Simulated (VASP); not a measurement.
Crystal: AlNi.

```
Al Ni
1.0
     2.88100    0.00000    0.00000
     0.00000    2.88100    0.00000
     0.00000    0.00000    2.88100
Al Ni
1 1
Direct
  0.00000 0.00000 0.00000
  0.50000 0.50000 0.50000
```

- Program: VASP 6.6.1
- Task: relaxation of cell and atoms
- Functional: PBEsol
- Potentials or basis: VASP PAW PBE potentials, release 64 (Al, Ni)
- Cutoff: 600 eV
- k mesh: 14 × 14 × 14
- Occupations: fermi-dirac, width 0.1 eV
- Spin: no spin polarisation

At the start: pressure -3.1 GPa; volume 11.96 Å³/atom.

Task: How do energy, volume and symmetry change on relaxing?

Result: Over 3 steps the energy falls by 2.1 meV/atom and the volume is 11.74 Å³/atom (-1.8 %); space group Pm-3m (No. 221, to 0.05 Å).

Step by step:
```csv
step,energy change (eV),largest force (eV/Å),pressure (GPa),volume (Å³)
1,0.0000,0.0000,-3.08,23.91
2,-0.0015,0.0000,2.63,23.13
3,-0.0043,0.0000,0.00,23.47
```

Final structure:
```
Al Ni
1.0
     2.86325    0.00000    0.00000
     0.00000    2.86325    0.00000
     0.00000    0.00000    2.86325
Al Ni
1 1
Direct
  0.00000 0.00000 0.00000
  0.50000 0.50000 0.50000
```

Caveat: the PAW data sets were made with another functional, which shifts forces and pressure a little.
